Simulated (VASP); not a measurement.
Set up this calculation in VASP 6.6.1, as the native input.

* Task: single point
* Functional: HSE06
* Potentials or basis: VASP PAW PBE potentials, release 64 (S, Mg)
* Cutoff: 520 eV
* k mesh: 4 × 4 × 4
* Occupations: fermi-dirac, width 0.05 eV
* Spin: no spin polarisation
* Dipole correction: no
* Grid for exact exchange (PRECFOCK): Normal
* Further INCAR settings: ALGO = Normal; EDIFF = 1e-07; NBANDS = 11
* Screening parameter: 0.2079 1/Å

MgS:

```
S Mg
1.0
     0.00000    2.83312    2.83312
     2.83312    0.00000    2.83312
     2.83312    2.83312    0.00000
S Mg
1 1
Direct
  0.25000 0.25000 0.25000
  0.00000 0.00000 0.00000
```

The input as run:

POSCAR

```
MgS
1.0
    0.0000000000      2.8331200468      2.8331200468
    2.8331200468      0.0000000000      2.8331200468
    2.8331200468      2.8331200468      0.0000000000
S Mg
1 1
Direct
    0.2500000000      0.2500000000      0.2500000000
    0.0000000000      0.0000000000      0.0000000000
```

INCAR.step1

```
PREC     = Accurate       # precision mode
ENCUT    = 520            # plane-wave cutoff, eV
EDIFF    = 1E-5           # SCF threshold, eV
ISMEAR   = -1             # smearing method
SIGMA    = 0.05           # smearing width, eV
LREAL    = F              # projectors in reciprocal space
LASPH    = T              # aspherical terms in the spheres
NELM     = 60             # most SCF steps
ALGO     = Normal         # electronic algorithm
ISIF     = 2              # what is computed and relaxed
LWAVE    = T              # write WAVECAR
LCHARG   = F              # write CHGCAR
GGA      = PE             # functional
NBANDS   = 11             # bands
```

INCAR.step2

```
PREC     = Accurate       # precision mode
ENCUT    = 520            # plane-wave cutoff, eV
EDIFF    = 1E-7           # SCF threshold, eV
ISMEAR   = -1             # smearing method
SIGMA    = 0.05           # smearing width, eV
LREAL    = F              # projectors in reciprocal space
LASPH    = T              # aspherical terms in the spheres
NELM     = 60             # most SCF steps
ALGO     = Normal         # electronic algorithm
ISIF     = 2              # what is computed and relaxed
LWAVE    = F              # write WAVECAR
LCHARG   = F              # write CHGCAR
GGA      = PE             # functional
LHFCALC  = T              # exact exchange
HFSCREEN = 0.2079         # screening, 1/A
PRECFOCK = Normal       
ISTART   = 1            
NBANDS   = 11             # bands
```

KPOINTS

```
regular mesh
0
Gamma
  4 4 4
```

Potentials or basis: VASP PAW PBE potentials, release 64 (S, Mg).

Launch:

```sh
$ cat potpaw_PBE.64/S/POTCAR potpaw_PBE.64/Mg/POTCAR > POTCAR
$ cp INCAR.step1 INCAR
$ mpirun -np 1 vasp_std > vasp.out
$ cp INCAR.step2 INCAR
$ mpirun -np 1 vasp_std > vasp.out
```

Results of the run:

| Property | Result |
| --- | --- |
| Pressure | -0.2 GPa |
| Band gap on the k mesh | 4.50 eV, direct |

Caveat: the k points lie up to 0.48 Å⁻¹ apart; the PAW data sets were made with another functional, which shifts forces and pressure a little.

Wall time 2.2 min on 1 thread of AMD EPYC 7R13 Processor (Zen 3), on a shared host, peak memory 0.25 GiB.
